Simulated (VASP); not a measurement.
ZrS2, 3 atoms in the cell. It takes space group P-3m1 (No. 164, trigonal). Conventional cell: a = 3.674 Å, b = 3.674 Å, c = 5.857 Å, α = 90.00°, β = 90.00°, γ = 120.00°. Zr (site symmetry -3m) has 6 S at 2.57 Å within 3.4 Å. Within 3.4 Å of S (site symmetry 3m) lie 3 Zr at 2.57 Å. 

- Program: VASP 6.6.1
- Task: single point
- Functional: PBE
- Potentials or basis: VASP PAW PBE potentials, release 64 (Zr_sv, S)
- Cutoff: 500 eV
- k mesh: 4 × 4 × 4
- Occupations: gaussian, width 0.01 eV
- Spin: no spin polarisation
- Dipole correction: no
- Further INCAR settings: ALGO = Normal; EDIFF = 1e-06; NBANDS = 19

Potentials or basis: VASP PAW PBE potentials, release 64 (Zr_sv, S).

The run is started by

```sh
$ cat potpaw_PBE.64/Zr_sv/POTCAR potpaw_PBE.64/S/POTCAR > POTCAR
$ mpirun -np 1 vasp_std > vasp.out
```

Hardware: 1 thread of Intel Xeon 8259CL, with other jobs on the host.

Task: Estimate the wall time of this run.

Result: It took 22 s on 1 thread of Intel Xeon 8259CL, on a shared host, peak memory 0.19 GiB. Counts: scf iterations 14, k points 13.
